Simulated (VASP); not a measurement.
**TiC: single point with PBE+D3(BJ)**

System: TiC, a slab with vacuum.

```
C Ti
1.0
     6.06863    0.00000    0.00000
    -3.03432    5.25559    0.00000
     0.00000    0.00000   22.19377
C Ti
12 12
Cartesian
  0.0000 1.7519 8.0000
  -1.5172 4.3797 8.0000
  3.0343 1.7519 8.0000
  1.5172 4.3797 8.0000
  1.5172 2.6278 10.4775
  3.0343 0.0000 10.4775
  -1.5172 2.6278 10.4775
  0.0000 0.0000 10.4775
  3.0343 3.5037 13.0430
  4.5515 0.8759 13.0430
  0.0000 3.5037 13.0430
  1.5172 0.8759 13.0430
  1.5172 0.8759 9.2388
  0.0000 3.5037 9.2388
  4.5515 0.8759 9.2388
  3.0343 3.5037 9.2388
  3.0343 1.7519 11.6984
  1.5172 4.3797 11.6984
  0.0000 1.7519 11.6984
  -1.5172 4.3797 11.6984
  -1.5172 2.6278 14.0926
  0.0000 0.0000 14.0926
  1.5172 2.6278 14.0926
  3.0343 0.0000 14.0926
```

```json
{
 "Program": "VASP 6.6.1",
 "Task": "single point",
 "Functional": "PBE",
 "Dispersion": "D3(BJ)",
 "Potentials or basis": "VASP PAW PBE potentials, release 64 (C, Ti_sv)",
 "Cutoff": "520 eV",
 "k mesh": "4 × 4 × 1",
 "Occupations": "gaussian, width 0.1 eV",
 "Spin": "no spin polarisation"
}
```

```json
{"Largest force": "0.691 eV/Å", "Band gap on the k mesh": "zero (bands 96 and 97 overlap by 0.35 eV)", "Dispersion energy per atom": "-0.330 eV"}
```

Forces in eV/Å, atoms in the order of the input:
```
C    0.000  0.000  0.691
C    0.000  0.000  0.691
C    0.000  0.000  0.691
C    0.000  0.000  0.691
C    0.000  0.000 -0.106
C    0.000  0.000 -0.106
C    0.000  0.000 -0.106
C    0.000  0.000 -0.106
C    0.000  0.000  0.005
C    0.000  0.000  0.005
C    0.000  0.000  0.005
C    0.000  0.000  0.005
Ti   0.000  0.000 -0.602
Ti   0.000  0.000 -0.602
Ti   0.000  0.000 -0.602
Ti   0.000  0.000 -0.602
Ti   0.000  0.000 -0.005
Ti   0.000  0.000 -0.005
Ti   0.000  0.000 -0.005
Ti   0.000  0.000 -0.005
Ti   0.000  0.000  0.018
Ti   0.000  0.000  0.018
Ti   0.000  0.000  0.018
Ti   0.000  0.000  0.018
```

Levels at points of the mesh, in eV from the Fermi level:
```tsv
k point	band 93	band 94	band 95	band 96	band 97	band 98	band 99	band 100
(0.00, 0.00, 0.00)	0.27	0.27	0.27	0.29	0.29	0.31	0.31	0.31
(0.50, 0.00, 0.00)	-0.26	-0.26	-0.24	-0.24	-0.04	-0.04	0.09	0.09
```

Wall time 15 min on 1 thread of Intel(R) Xeon(R) Platinum 8559C (Emerald Rapids) (shared host), peak memory 0.84 GiB.
